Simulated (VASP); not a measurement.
# Cu (Fm-3m) in VASP: further runs

Runs on Cu. Level: LDA. Tasks: single point, relaxation of cell and atoms.

Program: VASP 6.6.1. These are calculated values, not measurements. Logs are shortened: lines on timing, memory, paths and dates and some standing lists are left out, and cuts for length are marked.

### 1 The cell of the first run

Symmetry: Fm-3m, No. 225, cubic system. Conventional cell: a = 3.519 Å, b = 3.519 Å, c = 3.519 Å, α = 90.00°, β = 90.00°, γ = 90.00°. Cu (site symmetry m-3m) has 12 Cu at 2.49 Å within 3.3 Å.

### 2 Single point, LDA

INCAR reads:

```
PREC = Accurate
ENCUT = 520
EDIFF = 1E-6
ISMEAR = 0
SIGMA = 0.1
LREAL = F
LASPH = T
NELM = 100
ALGO = Normal
ISIF = 2
LWAVE = F
LCHARG = T
GGA = CA
LELF = T
LVHAR = T
NBANDS = 12
```

KPOINTS reads:

```
Automatic mesh
0
Gamma
  20 20 20
```

POSCAR reads:

```
Cu
1.0
    0.0000000000      1.7593189897      1.7593189897
    1.7593189897      0.0000000000      1.7593189897
    1.7593189897      1.7593189897      0.0000000000
Cu
1
Direct
    0.0000000000      0.0000000000      0.0000000000
```

Potentials or basis: VASP PAW LDA potentials, release 64 (Cu).

Run with:

```bash
cat potpaw_LDA.64/Cu/POTCAR > POTCAR
mpirun -np 1 vasp_std > vasp.out
```

OUTCAR:

```text
PREC = Accurate
   ENCUT = 520
   EDIFF = 1E-6
   ISMEAR = 0
   LREAL = F
   LASPH = T
   NELM = 100
   ISIF = 2
   GGA = CA

 ion  position               nearest neighbor table
   1  0.000  0.000  0.000-

  LATTYP: Found a face centered cubic cell.
 ALAT       =     3.5186379794

  Lattice vectors:

 A1 = (   0.0000000000,   1.7593189897,   1.7593189897)
 A2 = (   1.7593189897,   0.0000000000,   1.7593189897)
 A3 = (   1.7593189897,   1.7593189897,   0.0000000000)

Analysis of symmetry for initial positions (statically):
=====================================================================
 Subroutine PRICEL returns:
 Original cell was already a primitive cell.

 Routine SETGRP: Setting up the symmetry group for a
 face centered cubic supercell.

 Subroutine GETGRP returns: Found 48 space group operations
 (whereof 48 operations were pure point group operations)
 out of a pool of 48 trial point group operations.

The static configuration has the point symmetry O_h .

Analysis of symmetry for dynamics (positions and initial velocities):
=====================================================================
 Subroutine PRICEL returns:
 Original cell was already a primitive cell.

 Routine SETGRP: Setting up the symmetry group for a
 face centered cubic supercell.

 Subroutine GETGRP returns: Found 48 space group operations
 (whereof 48 operations were pure point group operations)
 out of a pool of 48 trial point group operations.

The dynamic configuration has the point symmetry O_h .

 Subroutine INISYM returns: Found 48 space group operations
 (whereof 48 operations are pure point group operations),
 and found     1 'primitive' translations

----------------------------------------------------------------------------------------

                                     Primitive cell

  volume of cell :      10.8909

  direct lattice vectors                    reciprocal lattice vectors
     0.000000000  1.759318990  1.759318990    -0.284200877  0.284200877  0.284200877
     1.759318990  0.000000000  1.759318990     0.284200877 -0.284200877  0.284200877
     1.759318990  1.759318990  0.000000000     0.284200877  0.284200877 -0.284200877

  length of vectors
     2.488052776  2.488052776  2.488052776     0.492250359  0.492250359  0.492250359

  position of ions in fractional coordinates (direct lattice)
     0.000000000  0.000000000  0.000000000
[... 81 lines left out ...]
   NFREE  =      0    steps in history (QN), initial steepest desc. (CG)
   ISIF   =      2    stress and relaxation
   ISYM   =      2    0-nonsym 1-usesym 2-fastsym
   POTIM  = 0.5000    time-step for ionic-motion
   TEBEG  =    0.0;   TEEND  =   0.0 temperature during run
   PSTRESS=    0.0 pullay stress
   NELECT =      11.0000    total number of electrons
   NUPDOWN=      -1.0000    fix difference up-down
   EMIN   =  10.00;   EMAX   =-10.00  energy-range for DOS
   EFERMI =   0.00;   METHOD = LEGACY
   ISMEAR =     0;   SIGMA  =   0.10  broadening in eV -4-tet -1-fermi 0-gaus
   EFERMI_NEDOS =   21; number of points for ismear=-14 and -15
   IALGO  =     38    algorithm
   IMIX   =      4    mixing-type and parameters
     AMIX     =   0.40;   BMIX     =  1.00
     AMIX_MAG =   1.60;   BMIX_MAG =  1.00
  volume/ion in A,a.u.               =      10.89        73.50
  Fermi-wavevector in a.u.,A,eV,Ry     =   1.642547  3.103964 36.707983  2.697961
  Thomas-Fermi vector in A             =   2.732831
   LORBIT       =      0    0 simple, 1 ext, 2 COOP (PROOUT), +10 PAW based schemes
   GGA     = CA    functional components
   LHFCALC =     F    Hartree Fock is set to
   AEXX    =    0.0000 exact exchange contribution
   IVDW    =     0    specifies the selected vdW correction
   LEPSILON=     F    determine dielectric tensor
   LRPA    =     F    only Hartree local field effects (RPA)
 non-spin polarized calculation
 Gauss-broadening in eV      SIGMA  =   0.10
  energy-cutoff  :      520.00
  volume of cell :       10.89
 maximum number of plane-waves:       305
   NGX =  9   NGY =  9   NGZ =  9

 number of electron      10.9999998 magnetization

 Free energy of the ion-electron system (eV)
  ---------------------------------------------------
  ext. energy  EPLUGINS =         0.00000000
  ---------------------------------------------------
  free energy    TOTEN  =        -4.70905187 eV

  energy without entropy =       -4.70780213  energy(sigma->0) =       -4.70842700

 E-fermi :   8.3742     XC(G=0): -13.5830

 val. band max:        8.3179656794   @ k =   0.4500   0.3000   0.0000
 cond. band min:       8.3847624558   @ k =   0.5000   0.2500   0.1000
 fundamental gap:      0.0667967764
 Fermi energy:         8.3741609886

 k-point     1 :       0.0000    0.0000    0.0000
  band No.  band energies     occupation
      1      -1.5833      2.00000
      2       5.0662      2.00000
      3       5.0662      2.00000
      4       5.0662      2.00000
      5       6.0159      2.00000
      6       6.0159      2.00000
      7      31.7185      0.00000
      8      34.8372      0.00000
      9      34.8372      0.00000
     10      34.8372      0.00000
     11      37.4552      0.00000
     12      37.4552      0.00000
[... 331 lines left out ...]
 k-point    24 :      -0.3500    0.0500    0.0000
  band No.  band energies     occupation
      1       2.3656      2.00000
      2       5.0996      2.00000
      3       5.1455      2.00000
      4       5.2853      2.00000
      5       6.3694      2.00000
      6       6.6858      2.00000
      7      16.1616      0.00000
      8      29.1098      0.00000
      9      31.4993      0.00000
     10      32.7791      0.00000
     11      35.0532      0.00000
     12      36.9002      0.00000

 [... further k-points ...]

------------------------ aborting loop because EDIFF is reached ----------------------------------------

  FORCE on cell =-STRESS in cart. coord.  units (eV):
  Direction    XX          YY          ZZ          XY          YZ          ZX
  --------------------------------------------------------------------------------------
  -------------------------------------------------------------------------------------
  Total        0.0554728      0.0554728      0.0554728     -0.0000000     -0.0000000      0.0000000
  in kB        8.1606850      8.1606850      8.1606850     -0.0000000     -0.0000000      0.0000000
  external PRESSURE =       8.1606850 kB  Pullay stress =       0.0000000 kB

 VOLUME and BASIS-vectors are now :
 -----------------------------------------------------------------------------
  energy-cutoff  :      520.00
  volume of cell :       10.89
      direct lattice vectors                 reciprocal lattice vectors
     0.000000000  1.759318990  1.759318990    -0.284200877  0.284200877  0.284200877
     1.759318990  0.000000000  1.759318990     0.284200877 -0.284200877  0.284200877
     1.759318990  1.759318990  0.000000000     0.284200877  0.284200877 -0.284200877

 POSITION                                       TOTAL-FORCE (eV/Angst)
 -----------------------------------------------------------------------------------
      0.00000      0.00000      0.00000         0.000000     -0.000000     -0.000000
 -----------------------------------------------------------------------------------
    total drift:                                0.000000      0.000000      0.000000

  FREE ENERGIE OF THE ION-ELECTRON SYSTEM (eV)
  ---------------------------------------------------
  free  energy   TOTEN  =        -4.7090518701 eV

  energy  without entropy=       -4.7078021320  energy(sigma->0) =       -4.70842700
```

OSZICAR:

```text
N       E                     dE             d eps       ncg     rms          rms(c)
DAV:   1     0.411323914852E+02    0.41132E+02   -0.53246E+03  6908   0.160E+03
DAV:   2    -0.442103031262E+01   -0.45553E+02   -0.42120E+02  6296   0.207E+02
DAV:   3    -0.571804169548E+01   -0.12970E+01   -0.12901E+01  7244   0.398E+01
DAV:   4    -0.572617346382E+01   -0.81318E-02   -0.81306E-02  6900   0.278E+00
DAV:   5    -0.572625037440E+01   -0.76911E-04   -0.76910E-04  7416   0.275E-01    0.804E+00
DAV:   6    -0.508135376480E+01    0.64490E+00   -0.14818E+01  7312   0.763E+01    0.372E+00
DAV:   7    -0.472701226766E+01    0.35434E+00   -0.22147E+00  7348   0.295E+01    0.644E-01
DAV:   8    -0.471049910535E+01    0.16513E-01   -0.62757E-03  7688   0.980E-01    0.275E-01
DAV:   9    -0.470903831263E+01    0.14608E-02   -0.66567E-03  7804   0.142E+00    0.133E-02
DAV:  10    -0.470904991162E+01   -0.11599E-04   -0.22301E-05  6956   0.641E-02    0.474E-03
DAV:  11    -0.470905186628E+01   -0.19547E-05   -0.55711E-07  5168   0.107E-02    0.441E-04
DAV:  12    -0.470905187014E+01   -0.38594E-08   -0.60585E-08  3656   0.287E-03
   1 F= -.47090519E+01 E0= -.47084270E+01  d E =-.124974E-02
```

It took 28 s on 1 thread of Intel Xeon Platinum 8259CL at 2.50GHz (Skylake/Cascade Lake), shared host; peak memory 0.14 GiB.

What came out:

```yaml
Free_energy: -4.7091 eV
Pressure: 0.8 GPa
Band_gap_on_the_k_mesh: zero (an odd number of electrons rules out a gap without spin polarisation)
```

### 3 Relaxation of cell and atoms, LDA

INCAR reads:

```
SYSTEM = Cu
PREC = Accurate
ENCUT = 600
EDIFF = 1E-7
ISMEAR = 0
SIGMA = 0.1
LREAL = .FALSE.
LASPH = .TRUE.
NELM = 60
ALGO = Normal
ISIF = 3
LWAVE = .FALSE.
LCHARG = .FALSE.
IBRION = 2
NSW = 100
EDIFFG = -0.005
```

KPOINTS reads:

```
regular mesh
0
G
  20 20 20
  0 0 0
```

POSCAR reads:

```
Cu
1.0
    0.0000000000      1.7594476929      1.7594476929
    1.7594476929      0.0000000000      1.7594476929
    1.7594476929      1.7594476929      0.0000000000
Cu
1
Direct
    0.0000000000      0.0000000000      0.0000000000
```

Potentials or basis: VASP PAW LDA potentials, release 64 (Cu).

Run with:

```bash
cat potpaw_LDA.64/Cu/POTCAR > POTCAR
mpirun -np 1 vasp_std > vasp.out
```

It took 42 s on 1 thread of Intel Xeon Platinum 8259CL at 2.50GHz (Skylake/Cascade Lake), shared host; peak memory 0.15 GiB.

It converged, with:

```yaml
Free_energy: -4.7092 eV
Relaxed_volume: 10.94 Å³/atom
Relaxed_cell: a = 2.492 Å, b = 2.492 Å, c = 2.492 Å, α = 60.00°, β = 60.00°, γ = 60.00°
Space_group_after_relaxing_to_0.1_Å: Fm-3m (No. 225)
Energy_gained_by_relaxing: 0.1 meV/atom
Ionic_steps: 3
Pressure_after_relaxing: -0.1 GPa
Band_gap_on_the_k_mesh: zero (an odd number of electrons rules out a gap without spin polarisation)
```

The path:
| step | energy change (eV) | largest force (eV/Å) | pressure (GPa) | volume (Å³) |
| --- | --- | --- | --- | --- |
| 1 | 0.0000 | 0.0000 | 0.82 | 10.89 |
| 2 | 0.0000 | 0.0000 | -0.67 | 10.98 |
| 3 | -0.0001 | 0.0000 | -0.06 | 10.94 |

Final structure:
```yaml
crystal:
  lattice:
    - [0.00000, 1.76202, 1.76202]
    - [1.76202, 0.00000, 1.76202]
    - [1.76202, 1.76202, 0.00000]
  atoms:
    - { symbol: Cu, position: [0.00000, 0.00000, 0.00000] }
```

Levels at points of the mesh, in eV from the Fermi level:
| k point | band 3 | band 4 | band 5 | band 6 | band 7 | band 8 | band 9 |
| --- | --- | --- | --- | --- | --- | --- | --- |
| (0.00, 0.00, 0.00) | -3.29 | -3.29 | -2.35 | -2.35 | 23.31 | 26.39 | 26.39 |
| (0.50, 0.00, 0.00) | -3.32 | -1.71 | -1.71 | -1.18 | 4.15 | 21.79 | 23.15 |
| (0.50, 0.50, 0.00) | -1.72 | -1.55 | -1.55 | 1.46 | 7.69 | 13.63 | 13.63 |
